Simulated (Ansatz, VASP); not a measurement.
# Two plane-wave programs on RbCl

```xyz
2
Lattice="0.0000 3.4536 3.4536 3.4536 0.0000 3.4536 3.4536 3.4536 0.0000" Properties=species:S:1:pos:R:3 pbc="T T T"
Rb    0.0000    0.0000    0.0000
Cl    3.4536    3.4536    3.4536
```

Alike in both runs: functional RPBE; k mesh 6 × 6 × 6; no spin polarisation.

Ansatz relaxed the structure, and its values are those at the end. VASP's run is a single point on that final structure, the one shown.

|  | VASP | Ansatz |
| --- | --- | --- |
| version | VASP 6.6.1 | Ansatz 0.2.0 |
| potentials or method | VASP PAW PBE potentials, release 64 (Rb_sv, Cl) | plane waves, PAW |
| plane-wave cutoff (eV) | 500 | 420 |
| occupations | gaussian, width 0.01 eV | fixed |
| valence electrons in the cell | 16 | 16 |

|  | VASP | Ansatz | Ansatz less VASP |
| --- | --- | --- | --- |
| pressure (GPa) | 0.0 | 0.0 | +0.01 |

VASP's potentials were made for PBE, not for RPBE.
